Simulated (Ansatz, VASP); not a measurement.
Ag in VASP and in Ansatz

```
CELL_PARAMETERS angstrom
2.87449 0.00000 0.00000
-1.43724 2.48938 0.00000
0.00000 0.00000 4.68236
ATOMIC_POSITIONS crystal
Ag 0.33333 0.66667 0.25000
Ag 0.66667 0.33333 0.75000
```

Alike in both runs: task relaxation of cell and atoms; functional PBEsol; k mesh 18 × 18 × 10; occupations gaussian, width 0.1 eV; no spin polarisation.

|  | VASP | Ansatz |
| --- | --- | --- |
| version | VASP 6.6.1 | Ansatz 0.2.0 |
| potentials or method | VASP PAW PBE potentials, release 64 (Ag), cutoff 600 eV | scalar-relativistic, plane waves, PAW |
| valence electrons in the cell | 22 | 38 |

Ansatz gave:

- gap on the k mesh at the Fermi level, each at its own relaxed structure (eV): none
- relaxed volume (Å³/atom): 16.69
- relaxed cell length with the largest relative difference (Å): 2.868

**Question.** Which values does VASP return?

**Answer.** gap on the k mesh at the Fermi level, each at its own relaxed structure (eV): none; relaxed volume (Å³/atom): 16.66; relaxed cell length with the largest relative difference (Å): 2.865.

VASP's potentials were made for PBE, not for PBEsol. A gap of «none» marks a metal or a gap that the smearing closes. VASP's potentials hold 22 valence electrons a cell and Ansatz's 38, so a difference there can come from the potentials and not from the codes.
